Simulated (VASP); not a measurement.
Write the native input for VASP 6.6.1 that does the following.

```
Task                   : single point
Functional             : r2SCAN
Potentials or basis    : VASP PAW PBE potentials, release 64 (C_h)
Cutoff                 : 1430 eV
k mesh                 : 12 × 12 × 12
Occupations            : gaussian, width 0.01 eV
Spin                   : no spin polarisation
Dipole correction      : no
Further INCAR settings : ALGO = Normal; EDIFF = 1e-06; NBANDS = 11
```

C:

```xyz
2
Lattice="1.7828 1.7828 0.0000 -1.7828 1.7828 0.0000 0.0000 1.7828 1.7828" Properties=species:S:1:pos:R:3 pbc="T T T"
C     0.0000    1.7828    0.0000
C     0.8914    2.6742    0.8914
```

One way to write it, as run:

POSCAR

```
C
1.0
    1.7827980172      1.7827980172      0.0000000000
   -1.7827980172      1.7827980172      0.0000000000
    0.0000000000      1.7827980172      1.7827980172
C
2
Direct
    0.5000000000      0.5000000000      0.0000000000
    0.7500000000      0.2500000000      0.5000000000
```

INCAR.step1

```
SYSTEM = C
ALGO     = Normal         ! electronic algorithm
EDIFF    = 1E-5           ! SCF threshold, eV
ENCUT    = 1430           ! plane-wave cutoff, eV
GGA      = PE             ! functional
GGA_COMPAT= .FALSE.      
ISMEAR   = 0              ! smearing method
LASPH    = .TRUE.         ! aspherical terms in the spheres
LCHARG   = .FALSE.        ! write CHGCAR
LREAL    = .FALSE.        ! projectors in reciprocal space
LWAVE    = .TRUE.         ! write WAVECAR
NBANDS   = 11             ! bands
NELM     = 120            ! most SCF steps
PREC     = Accurate       ! precision mode
SIGMA    = 0.01           ! smearing width, eV
```

INCAR.step2

```
SYSTEM = C
ALGO     = Normal         ! electronic algorithm
EDIFF    = 1E-6           ! SCF threshold, eV
ENCUT    = 1430           ! plane-wave cutoff, eV
GGA_COMPAT= .FALSE.      
ISIF     = 2              ! what is computed and relaxed
ISMEAR   = 0              ! smearing method
ISTART   = 1            
LASPH    = .TRUE.         ! aspherical terms in the spheres
LCHARG   = .FALSE.        ! write CHGCAR
LMIXTAU  = .TRUE.       
LREAL    = .FALSE.        ! projectors in reciprocal space
LWAVE    = .FALSE.        ! write WAVECAR
METAGGA  = R2SCAN         ! meta-GGA
NBANDS   = 11             ! bands
NELM     = 120            ! most SCF steps
PREC     = Accurate       ! precision mode
SIGMA    = 0.01           ! smearing width, eV
```

KPOINTS

```
k-points
0
G
  12 12 12
  0 0 0
```

Potentials or basis: VASP PAW PBE potentials, release 64 (C_h).

Command:

```console
$ cat potpaw_PBE.64/C_h/POTCAR > POTCAR
$ cp INCAR.step1 INCAR
$ mpirun -np 1 vasp_std > vasp.out
$ cp INCAR.step2 INCAR
$ mpirun -np 1 vasp_std > vasp.out
```

Results of the run:

| Item | Value |
| --- | --- |
| Pressure | -2.6 GPa |
| Band gap on the k mesh | 4.38 eV (least direct gap 5.88 eV) |

Caveat: the PAW data sets were made with another functional, which shifts forces and pressure a little.

It took 65 s on 1 thread of Intel(R) Xeon(R) Platinum 8488C (Sapphire Rapids), on a shared host, peak memory 0.19 GiB.
